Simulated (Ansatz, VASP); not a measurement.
TaBr in VASP and in Ansatz

The input INCAR:

```
PREC = Accurate
ENCUT = 600
EDIFF = 1E-6
ISMEAR = 0
SIGMA = 0.1
LREAL = F
LASPH = T
NELM = 60
ALGO = Normal
ISIF = 3
LWAVE = F
LCHARG = F
GGA = PE
IBRION = 2
NSW = 90
EDIFFG = -0.04
```

Contents of KPOINTS:

```
Automatic mesh
0
Gamma
  6 6 6
```

Contents of POSCAR:

```
TaBr
1.0
    3.3180453065      0.0000000000      0.0000000000
    0.0000000000      3.3180453065      0.0000000000
    0.0000000000      0.0000000000      3.3180453065
Ta Br
1 1
Direct
    0.5000000000      0.5000000000      0.5000000000
    0.0000000000      0.0000000000      0.0000000000
```

Input for Ansatz:

```yaml
crystal:
  lattice:
    - [3.3180453065, 0.0, 0.0]
    - [0.0, 3.3180453065, 0.0]
    - [0.0, 0.0, 3.3180453065]
  atoms:
    - { symbol: Ta, position: [0.5, 0.5, 0.5] }
    - { symbol: Br, position: [0.0, 0.0, 0.0] }
basis:
  ecutwfc: 420
kpoints:
  mp_grid: { grid: [6, 6, 6] }
hamiltonian:
  xc: pbe
scf:
  occupations: { method: gaussian, width: 0.1 }
  lower_state_search: "off"
output:
  forces: true
  stress: true
  eigenvalues: true
relax:
  adjacent_minimum: "off"
  f_tol: 0.04
  max_steps: 70
  cell: { stress_tol: 0.4 }
```

Change from the starting cell: species swapped into the TiRu type (Pm-3m, No. 221).

Alike in both runs: task relaxation of cell and atoms; functional PBE; k mesh 6 × 6 × 6; occupations gaussian, width 0.1 eV; no spin polarisation.

|  | VASP | Ansatz |
| --- | --- | --- |
| version | VASP 6.6.1 | Ansatz 0.2.0 |
| potentials or method | VASP PAW PBE potentials, release 64 (Ta_pv, Br), cutoff 600 eV | scalar-relativistic, plane waves, PAW |
| valence electrons in the cell | 18 | 20 |

Ansatz gave:

| Quantity | Value |
| --- | --- |
| gap on the k mesh at the Fermi level, each at its own relaxed structure (eV) | none |
| relaxed volume (Å³/atom) | 17.76 |
| relaxed length of the cell vector where the two differ most in proportion (Å) | 3.287 |

Q: What did VASP give for the same quantities?

A: gap on the k mesh at the Fermi level, each at its own relaxed structure (eV): none; relaxed volume (Å³/atom): 17.71; relaxed length of the cell vector where the two differ most in proportion (Å): 3.284.

A gap of «none» marks a metal or a gap that the smearing closes. VASP's potentials hold 18 valence electrons a cell and Ansatz's 20, so a difference there can come from the potentials and not from the codes.

Neither program's run includes spin-orbit coupling.
